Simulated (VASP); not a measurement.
A run of VASP 6.6.1 is set up as follows.

The input INCAR:

```
SYSTEM = Li
ALGO = Normal
EDIFF = 1E-6
ENCUT = 520
ISIF = 2
ISMEAR = 0
LASPH = .True.
LCHARG = .False.
LREAL = .False.
LWAVE = .False.
NBANDS = 8
NELM = 100
PREC = Accurate
SIGMA = 0.15
```

KPOINTS

```
k-points
0
Gamma
  18 18 18
  0 0 0
```

Contents of POSCAR:

```
Li
1.0
    0.0000000000      2.1689700000      2.1359400000
    2.1689700000      0.0000000000      2.1359400000
    2.1689700000      2.1689700000      0.0000000000
Li
1
Direct
    0.0000000000      0.0000000000      0.0000000000
```

Potentials or basis: VASP PAW LDA potentials, release 64 (Li_sv).

The run is started by

```console
$ cat potpaw_LDA.64/Li_sv/POTCAR > POTCAR
$ mpirun -np 1 vasp_std > vasp.out
```

Task: Predict the band gap on the k mesh.

Result: Zero (an odd number of electrons rules out a gap without spin polarisation).

Caveat: the cell differs from its parent crystal (strain -0.015 along x and y, -0.030 along z).
